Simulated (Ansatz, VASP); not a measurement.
**B: VASP beside Ansatz**

POSCAR

```
B
1.0
    1.7504144916      0.0000000000      0.0000000000
   -0.8752072458      1.5159034169      0.0000000000
    0.0000000000      0.0000000000      3.4388519915
B
1
Direct
    0.0000000000      0.0000000000      0.0000000000
```

File INCAR.step1:

```
PREC = Accurate
ENCUT = 520
ISMEAR = 0
SIGMA = 0.15
LREAL = F
LASPH = T
NELM = 80
NBANDS = 8
GGA = PE
ALGO = Normal
EDIFF = 1E-4
LWAVE = T
LCHARG = F
```

The input INCAR.step2:

```
PREC = Accurate
ENCUT = 520
EDIFF = 1E-6
ISMEAR = 0
SIGMA = 0.15
LREAL = F
LASPH = T
NELM = 80
ALGO = Normal
ISIF = 2
LWAVE = F
LCHARG = F
METAGGA = R2SCAN
LMIXTAU = T
NBANDS = 8
ISTART = 1
```

The input KPOINTS:

```
Automatic mesh
0
Gamma
  36 36 14
```

Input for Ansatz:

```yaml
crystal:
  lattice:
    - [1.7504144916, 0.0, 0.0]
    - [-0.8752072458, 1.5159034169, 0.0]
    - [0.0, 0.0, 3.4388519915]
  atoms:
    - { symbol: B, position: [0.0, 0.0, 0.0] }
basis:
  ecutwfc: 500
kpoints:
  mp_grid: { grid: [36, 36, 14] }
hamiltonian:
  xc: r2scan
scf:
  occupations: { method: gaussian, width: 0.15 }
output:
  forces: true
  stress: true
  eigenvalues: true
```

Alike in both runs: task single point; functional r2SCAN; k mesh 36 × 36 × 14; occupations gaussian, width 0.15 eV; no spin polarisation.

|  | VASP | Ansatz |
| --- | --- | --- |
| version | VASP 6.6.1 | Ansatz 0.2.0 |
| potentials or method | VASP PAW PBE potentials, release 64 (B), cutoff 520 eV | scalar-relativistic, plane waves, PAW |
| valence electrons in the cell | 3 | 3 |

VASP gave:

```
gap on the k mesh at the Fermi level (eV)                     : none
pressure (GPa)                                                : -12.8
traceless stress, the component that is largest in VASP (GPa) : 15.60
```

**Question.** What did Ansatz give for the same quantities?

**Answer.** gap on the k mesh at the Fermi level (eV): none; pressure (GPa): -12.8; traceless stress, the component that is largest in VASP (GPa): 15.75.

VASP's potentials were made for PBE, not for r2SCAN. A gap of «none» marks a metal or a gap that the smearing closes.
